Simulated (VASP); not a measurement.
Write the native input for VASP 6.6.1 that does the following.

```
Task                   : single point
Functional             : PBE
Dispersion             : D3(BJ)
Potentials or basis    : VASP PAW PBE potentials, release 64 (C, O)
Cutoff                 : 520 eV
k mesh                 : 4 × 4 × 4
Occupations            : fermi-dirac, width 0.02 eV
Spin                   : no spin polarisation
Dipole correction      : no
Further INCAR settings : LREAL = Auto; ALGO = Normal; EDIFF = 1e-07; NBANDS = 82
```

The structure of CO2 lies in POSCAR:

```
CO2
1.0
    5.0909728007      2.9392745170      4.2015342764
   -5.0909728007      2.9392745170      4.2015342764
    0.0000000000     -5.8785490339      4.2015342764
C O
8 16
Direct
    0.0000000000      0.0000000000      0.0000000000
    0.5000000000      0.5000000000      0.5000000000
    0.4967043783      0.7500000000      0.0032956217
    0.7500000000      0.0032956217      0.4967043783
    0.0032956217      0.4967043783      0.7500000000
    0.9967043783      0.5032956217      0.2500000000
    0.5032956217      0.2500000000      0.9967043783
    0.2500000000      0.9967043783      0.5032956217
    0.9072492340      0.9072492340      0.9072492340
    0.4072492340      0.4072492340      0.4072492340
    0.0927507660      0.0927507660      0.0927507660
    0.5927507660      0.5927507660      0.5927507660
    0.5943572940      0.6649036788      0.1008170637
    0.6649036788      0.1008170637      0.5943572940
    0.1008170637      0.5943572940      0.6649036788
    0.0943572940      0.6008170637      0.1649036788
    0.6008170637      0.1649036788      0.0943572940
    0.1649036788      0.0943572940      0.6008170637
    0.4056427060      0.3350963212      0.8991829363
    0.3350963212      0.8991829363      0.4056427060
    0.8991829363      0.4056427060      0.3350963212
    0.9056427060      0.3991829363      0.8350963212
    0.3991829363      0.8350963212      0.9056427060
    0.8350963212      0.9056427060      0.3991829363
```

One way to write it, as run:

INCAR

```
SYSTEM = CO2
PREC = Accurate
ENCUT = 520
EDIFF = 1E-7
ISMEAR = -1
SIGMA = 0.02
LREAL = Auto
LASPH = .True.
NELM = 100
ALGO = Normal
ISIF = 2
LWAVE = .False.
LCHARG = .False.
GGA = PE
IVDW = 12
NBANDS = 82
```

KPOINTS

```
Automatic mesh
0
Gamma
  4 4 4
  0 0 0
```

Potentials or basis: VASP PAW PBE potentials, release 64 (C, O).

Launch:

```sh
$ cat potpaw_PBE.64/C/POTCAR potpaw_PBE.64/O/POTCAR > POTCAR
$ mpirun -np 1 vasp_std > vasp.out
```

Results of the run:

The pressure is 1.4 GPa, the largest force is 0.634 eV/Å and the band gap on the k mesh is 6.55 eV (least direct gap 6.63 eV). The dispersion energy per atom is -0.065 eV.

Run time: 7.1 min on 1 thread of Intel(R) Xeon(R) Platinum 8488C (Sapphire Rapids) (shared host), peak memory 0.5 GiB.
